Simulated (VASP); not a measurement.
Wanted: the native input for a VASP 6.6.1 run.

```
Task                   : single point
Functional             : PBE
Potentials or basis    : VASP PAW PBE potentials, release 64 (Co)
Cutoff                 : 600 eV
k mesh                 : 15 × 15 × 8
Occupations            : fermi-dirac, width 0.08 eV
Spin                   : collinear spin, ferromagnetic start
Starting moments       : [1.475, 1.475] μB
Fixed moment           : 2.95 μB
Dipole correction      : no
Further INCAR settings : ALGO = Normal; EDIFF = 1e-06; NBANDS = 20
```

The structure of Co lies in POSCAR:

```
Co
1.0
    2.5074000000      0.0000000000      0.0000000000
   -1.2537000000      2.1714720974      0.0000000000
    0.0000000000      0.0000000000      4.0699000000
Co
2
Direct
    0.3333333333      0.6666666667      0.2500000000
    0.6666666667      0.3333333333      0.7500000000
```

One way to write it, as run:

INCAR

```
  PREC = Accurate
  ENCUT = 600
  EDIFF = 1E-6
  ISMEAR = -1
  SIGMA = 0.08
  LREAL = F
  LASPH = T
  NELM = 200
  ALGO = Normal
  ISIF = 2
  LWAVE = F
  LCHARG = F
  ISPIN = 2
  MAGMOM = 1.475 1.475
  LORBIT = 11
  NUPDOWN = 2.95
  LMAXMIX = 4
  GGA = PE
  NBANDS = 20
  GGA_COMPAT = F
```

KPOINTS

```
Automatic mesh
0
Gamma
  15 15 8
```

Potentials or basis: VASP PAW PBE potentials, release 64 (Co).

Run with:

```sh
$ cat potpaw_PBE.64/Co/POTCAR > POTCAR
$ mpirun -np 1 vasp_std > vasp.out
```

It gave:

```yaml
Pressure: -6.7 GPa
Net_moment: 2.95 μB per cell
Site_moments: Co +1.50 μB
Valence_electrons_inside_the_program's_atomic_spheres: Co 8.23
```

Caveat: the cell stands under tension; the total moment is fixed, so each spin has its own Fermi level and the state may be an excited one.

It took 74 s on 1 thread of Oxide Virtual Turin-like Processor, with other jobs on the host, peak memory 0.19 GiB.
